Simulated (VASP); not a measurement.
# GaSb2 (P6/mmm) in VASP: a series of runs, part 2 of 2

VASP 6.6.1.

## 3. Single point, PBE

This run uses another cell than the first one, of 26.37 Å³/atom.

Contents of INCAR:

```
SYSTEM = GaSb2
  PREC = Accurate
  ENCUT = 520
  EDIFF = 1E-6
  ISMEAR = 0
  SIGMA = 0.1
  LREAL = .FALSE.
  LASPH = .TRUE.
  NELM = 100
  ALGO = Normal
  ISIF = 2
  LWAVE = .FALSE.
  LCHARG = .FALSE.
  GGA = PE
  NBANDS = 18
```

Contents of KPOINTS:

```
regular mesh
0
G
  6 6 2
  0 0 0
```

Contents of POSCAR:

```
GaSb2
1.0
    3.2250229538     -0.0000000028      0.0000000000
   -1.6125114745      2.7929518072      0.0000000000
    0.0000000000      0.0000000000      8.7840099827
Ga Sb
1 2
Direct
    0.0000000000      0.0000000000      0.5000000000
    0.0000000000      0.0000000000      0.8287033821
    0.0000000000      0.0000000000      0.1712966179
```

Potentials or basis: VASP PAW PBE potentials, release 64 (Ga_d, Sb).

Command:

```
$ cat potpaw_PBE.64/Ga_d/POTCAR potpaw_PBE.64/Sb/POTCAR > POTCAR
$ mpirun -np 1 vasp_std > vasp.out
```

OUTCAR:

```text
SYSTEM = GaSb2
   PREC = Accurate
   ENCUT = 520
   EDIFF = 1E-6
   ISMEAR = 0
   LREAL = .FALSE.
   LASPH = .TRUE.
   NELM = 100
   ISIF = 2
   GGA = PE

 ion  position               nearest neighbor table
   1  0.000  0.000  0.500-   2 2.89   3 2.89
   2  0.000  0.000  0.829-   1 2.89   3 3.01
   3  0.000  0.000  0.171-   1 2.89   2 3.01

  LATTYP: Found a hexagonal cell.
 ALAT       =     3.2250229538
 C/A-ratio  =     2.7237046398

  Lattice vectors:

 A1 = (   3.2250229538,  -0.0000000028,   0.0000000000)
 A2 = (  -1.6125114745,   2.7929518072,   0.0000000000)
 A3 = (   0.0000000000,   0.0000000000,   8.7840099827)

Analysis of symmetry for initial positions (statically):
=====================================================================
 Subroutine PRICEL returns:
 Original cell was already a primitive cell.

 Routine SETGRP: Setting up the symmetry group for a
 hexagonal supercell.

 Subroutine GETGRP returns: Found 24 space group operations
 (whereof 24 operations were pure point group operations)
 out of a pool of 24 trial point group operations.

The static configuration has the point symmetry D_6h.

Analysis of symmetry for dynamics (positions and initial velocities):
=====================================================================
 Subroutine PRICEL returns:
 Original cell was already a primitive cell.

 Routine SETGRP: Setting up the symmetry group for a
 hexagonal supercell.

 Subroutine GETGRP returns: Found 24 space group operations
 (whereof 24 operations were pure point group operations)
 out of a pool of 24 trial point group operations.

The dynamic configuration has the point symmetry D_6h.

 Subroutine INISYM returns: Found 24 space group operations
 (whereof 24 operations are pure point group operations),
[... 101 lines left out ...]
   EFERMI =   0.00;   METHOD = LEGACY
   ISMEAR =     0;   SIGMA  =   0.10  broadening in eV -4-tet -1-fermi 0-gaus
   EFERMI_NEDOS =   21; number of points for ismear=-14 and -15
   IALGO  =     38    algorithm
   IMIX   =      4    mixing-type and parameters
     AMIX     =   0.40;   BMIX     =  1.00
     AMIX_MAG =   1.60;   BMIX_MAG =  1.00
  volume/ion in A,a.u.               =      26.37       177.98
  Fermi-wavevector in a.u.,A,eV,Ry     =   1.084479  2.049368 16.001735  1.176094
  Thomas-Fermi vector in A             =   2.220570
   LORBIT       =      0    0 simple, 1 ext, 2 COOP (PROOUT), +10 PAW based schemes
   GGA     = PE    functional components
   LHFCALC =     F    Hartree Fock is set to
   AEXX    =    0.0000 exact exchange contribution
   IVDW    =     0    specifies the selected vdW correction
   LEPSILON=     F    determine dielectric tensor
   LRPA    =     F    only Hartree local field effects (RPA)
 non-spin polarized calculation
 Gauss-broadening in eV      SIGMA  =   0.10
  energy-cutoff  :      520.00
  volume of cell :       79.12
 maximum number of plane-waves:      2172
 NGX is ok and might be reduce to    24
   NGX = 11   NGY = 11   NGZ = 33

 number of electron      22.9999994 magnetization

 Free energy of the ion-electron system (eV)
  ---------------------------------------------------
  ext. energy  EPLUGINS =         0.00000000
  ---------------------------------------------------
  free energy    TOTEN  =       -10.46044936 eV

  energy without entropy =      -10.43838918  energy(sigma->0) =      -10.44941927

 E-fermi :   6.9033     XC(G=0):  -9.9789

 val. band max:        6.8484610600   @ k =   0.3333   0.3333   0.0000
 cond. band min:       6.9408262723   @ k =   0.3333   0.1667   0.5000
 fundamental gap:      0.0923652123
 Fermi energy:         6.9033220147

 k-point     1 :       0.0000    0.0000    0.0000
  band No.  band energies     occupation
      1      -8.0801      2.00000
      2      -7.9930      2.00000
      3      -7.9930      2.00000
      4      -7.9469      2.00000
      5      -7.9469      2.00000
      6      -5.8552      2.00000
[... 271 lines left out ...]
      5      -7.9492      2.00000
      6      -1.5923      2.00000
[... 10 lines left out ...]
     17      11.0099      0.00000
     18      11.5602      0.00000

------------------------ aborting loop because EDIFF is reached ----------------------------------------

  FORCE on cell =-STRESS in cart. coord.  units (eV):
  Direction    XX          YY          ZZ          XY          YZ          ZX
  --------------------------------------------------------------------------------------
  -------------------------------------------------------------------------------------
  Total       -0.0233952     -0.0233952     -0.0069824      0.0000000      0.0000000     -0.0000000
  in kB       -0.4737488     -0.4737488     -0.1413926      0.0000000      0.0000000     -0.0000000
  external PRESSURE =      -0.3629634 kB  Pullay stress =       0.0000000 kB

 VOLUME and BASIS-vectors are now :
 -----------------------------------------------------------------------------
  energy-cutoff  :      520.00
  volume of cell :       79.12
      direct lattice vectors                 reciprocal lattice vectors
     3.225022954 -0.000000003  0.000000000     0.310075313  0.179022065  0.000000000
    -1.612511474  2.792951807  0.000000000     0.000000000  0.358044130  0.000000000
     0.000000000  0.000000000  8.784009983     0.000000000  0.000000000  0.113843222

 POSITION                                       TOTAL-FORCE (eV/Angst)
 -----------------------------------------------------------------------------------
      0.00000      0.00000      4.39200         0.000000     -0.000000      0.000000
      0.00000      0.00000      7.27934        -0.000000      0.000000      0.035774
      0.00000      0.00000      1.50467         0.000000     -0.000000     -0.035774
 -----------------------------------------------------------------------------------
    total drift:                                0.000000      0.000000      0.000000

  FREE ENERGIE OF THE ION-ELECTRON SYSTEM (eV)
  ---------------------------------------------------
  free  energy   TOTEN  =       -10.4604493613 eV

  energy  without entropy=      -10.4383891791  energy(sigma->0) =      -10.44941927
```

OSZICAR:

```text
N       E                     dE             d eps       ncg     rms          rms(c)
DAV:   1     0.118529416989E+03    0.11853E+03   -0.10091E+04   504   0.143E+03
DAV:   2    -0.901177817337E+00   -0.11943E+03   -0.11645E+03   560   0.308E+02
DAV:   3    -0.103040498234E+02   -0.94029E+01   -0.91696E+01   686   0.752E+01
DAV:   4    -0.105223910628E+02   -0.21834E+00   -0.21620E+00   574   0.115E+01
DAV:   5    -0.105273465767E+02   -0.49555E-02   -0.49544E-02   702   0.180E+00    0.300E+00
DAV:   6    -0.104623540965E+02    0.64992E-01   -0.24315E-01   546   0.239E+00    0.177E+00
DAV:   7    -0.104619240882E+02    0.43001E-03   -0.33192E-02   658   0.169E+00    0.798E-01
DAV:   8    -0.104618125798E+02    0.11151E-03   -0.25727E-02   580   0.599E-01    0.182E-01
DAV:   9    -0.104610054953E+02    0.80708E-03   -0.15004E-02   564   0.453E-01    0.940E-02
DAV:  10    -0.104604356386E+02    0.56986E-03   -0.20737E-03   598   0.226E-01    0.290E-02
DAV:  11    -0.104604516455E+02   -0.16007E-04   -0.12503E-04   652   0.678E-02    0.849E-03
DAV:  12    -0.104604497274E+02    0.19181E-05   -0.10870E-05   550   0.196E-02    0.271E-03
DAV:  13    -0.104604493613E+02    0.36618E-06   -0.87273E-07   358   0.570E-03
   1 F= -.10460449E+02 E0= -.10449419E+02  d E =-.220602E-01
```

Run time: 43 s. Hardware: 1 thread of Intel Xeon 8259CL, shared host; peak memory 0.19 GiB.

What came out:

```yaml
Free_energy: -10.4604 eV
Pressure: 0.0 GPa
Largest_force: 0.036 eV/Å
Band_gap_on_the_k_mesh: zero (an odd number of electrons rules out a gap without spin polarisation)
```

Forces in eV/Å, atoms in the order of the input:
```
Ga   0.000  0.000  0.000
Sb   0.000  0.000  0.036
Sb   0.000  0.000 -0.036
```

Caveat: the k points lie up to 0.37 Å⁻¹ apart, too coarse for converged energies and pressures of a metal; spin-orbit coupling is left out, which moves the levels of the heavy elements.

## 4. Relaxation of cell and atoms, PBE

Contents of INCAR:

```
PREC = Accurate
ENCUT = 600
EDIFF = 1E-6
ISMEAR = 0
SIGMA = 0.1
LREAL = F
LASPH = T
NELM = 100
ALGO = Normal
ISIF = 3
LWAVE = F
LCHARG = F
GGA = PE
IBRION = 2
NSW = 90
EDIFFG = -0.04
```

Contents of KPOINTS:

```
Automatic mesh
0
Gamma
  6 6 2
```

Contents of POSCAR:

```
GaSb2
1.0
    3.3334311900      0.0000000000      0.0000000000
   -1.6667155900      2.8868360900      0.0000000000
    0.0000000000      0.0000000000      8.4271885400
Ga Sb
1 2
Direct
    0.0000000000      0.0000000000      0.5000000000
    0.0000000000      0.0000000000      0.8352927100
    0.0000000000      0.0000000000      0.1647072900
```

Command:

```
$ cat potpaw_PBE.64/Ga_d/POTCAR potpaw_PBE.64/Sb/POTCAR > POTCAR
$ mpirun -np 1 vasp_std > vasp.out
```

It took 6.9 min on 1 thread of Intel Xeon 8259CL, shared host; peak memory 0.24 GiB.

It converged, with:

- Free energy: -10.4778 eV
- Relaxed volume: 27.52 Å³/atom
- Relaxed cell: a = 3.235 Å, b = 3.235 Å, c = 9.106 Å, α = 90.00°, β = 90.00°, γ = 120.00°
- Space group after relaxing (to 0.1 Å): P6/mmm (No. 191)
- Energy gained by relaxing: 95.3 meV/atom
- Ionic steps: 16
- Pressure after relaxing: 0.0 GPa
- Band gap on the k mesh: zero (an odd number of electrons rules out a gap without spin polarisation)

The path:
```
step  energy change (eV)  largest force (eV/Å)  pressure (GPa)  volume (Å³)
   1              0.0000                1.3688            0.23        81.10
   2             -0.1786                0.5388           -0.27        81.09
   3             -0.2670                0.1804           -0.70        81.20
   4             -0.2670                0.1625           -0.68        81.20
   5             -0.2722                0.1237            0.07        79.97
   6             -0.2723                0.1166            0.19        79.79
   7             -0.2739                0.0929            0.26        79.91
   8             -0.2767                0.0054            0.47        80.26
   9             -0.2773                0.0060            0.45        80.35
  10             -0.2790                0.0116            0.45        80.63
  11             -0.2818                0.0307            0.40        81.18
  12             -0.2847                0.0720            0.21        82.28
  13             -0.2848                0.0909            0.13        82.61
  14             -0.2848                0.0846            0.15        82.50
  15             -0.2856                0.0328            0.07        82.53
  16             -0.2858                0.0016            0.02        82.56
```

Final structure:
```
Ga Sb
1.0
     3.23549    0.00000    0.00000
    -1.61775    2.80202    0.00000
     0.00000    0.00000    9.10612
Ga Sb
1 2
Cartesian
  0.0000 0.0000 4.5531
  0.0000 0.0000 7.6383
  0.0000 0.0000 1.4679
```

Levels at points of the mesh, in eV from the Fermi level:
```tsv
k point	band 9	band 10	band 11	band 12	band 13	band 14
(0.00, 0.00, 0.00)	-3.60	-2.34	4.67	4.82	4.82	6.19
(0.50, 0.00, 0.00)	-4.38	-4.35	-1.59	-0.41	0.85	1.64
(0.00, 0.00, 0.50)	-5.28	0.63	1.57	4.87	4.87	6.07
(0.50, 0.00, 0.50)	-4.48	-3.59	-2.36	-1.33	1.69	2.79
```

Caveat: the k points lie up to 0.37 Å⁻¹ apart in the final cell, too coarse for converged energies and pressures of a metal; spin-orbit coupling is left out, which moves the levels of the heavy elements.

## 5. Overview

| task | cell | cutoff (eV) | gap on the mesh (eV) | pressure (GPa) | largest force (eV/Å) |
| --- | --- | --- | --- | --- | --- |
| single point | a = 3.333, b = 3.333, c = 8.427 Å, angles 90.0, 90.0, 120.0°, 3 atoms, atomic positions A | 520 | none | 0.2 | 1.37 |
| single point | a = 3.225, b = 3.225, c = 8.784 Å, angles 90.0, 90.0, 120.0°, 3 atoms, atomic positions B | 520 | none | 0.0 | 0.04 |
| relaxation of cell and atoms | relaxed from a = 3.333, b = 3.333, c = 8.427 Å, angles 90.0, 90.0, 120.0°, 3 atoms, atomic positions A | 600 | none | 0.0 | - |

Alike in all rows: level PBE; potentials or basis VASP PAW PBE potentials, release 64 (Ga_d, Sb); no spin polarisation; k mesh 6 × 6 × 2; smearing gaussian 0.1 eV.

Caveats: all runs use coarse meshes; spin-orbit coupling is left out, which moves the levels of the heavy elements; forces of over 1 eV/Å act on the atoms, so gaps and moduli don't describe the material at rest (at least some runs).

Total energies depend on the potentials used, so only differences within one code and one set of settings carry meaning.
